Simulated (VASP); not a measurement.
NaB2, 3 atoms in the cell. Symmetry: P6/mmm, No. 191, hexagonal system. The conventional cell has a = 3.037 Å, b = 3.037 Å, c = 4.299 Å, α = 90.00°, β = 90.00°, γ = 120.00°. Within 3.7 Å of Na (site symmetry 6/mmm) lie 12 B at 2.77 Å and 6 Na at 3.04 Å. B (site symmetry -6m2) has 3 B at 1.75 Å within 2.3 Å. The cell was generated, and may not be a known phase.

- Program: VASP 6.6.1
- Task: single point
- Functional: PBE
- Potentials or basis: VASP PAW PBE potentials, release 64 (Na_pv, B)
- Cutoff: 520 eV
- k mesh: 6 × 6 × 4
- Occupations: gaussian, width 0.1 eV
- Spin: no spin polarisation
- Dipole correction: no
- Further INCAR settings: ALGO = Normal; EDIFF = 1e-07; NBANDS = 14

Potentials or basis: VASP PAW PBE potentials, release 64 (Na_pv, B).

The run is started by

```sh
$ cat potpaw_PBE.64/Na_pv/POTCAR potpaw_PBE.64/B/POTCAR > POTCAR
$ mpirun -np 1 vasp_std > vasp.out
```

Hardware: 1 thread of AMD EPYC 7R13 (shared host).

**Question.** Estimate the wall time of this run.

**Answer.** Run time: 7.7 s on 1 thread of AMD EPYC 7R13 (shared host), peak memory 0.11 GiB. Counts: scf iterations 13, k points 21.
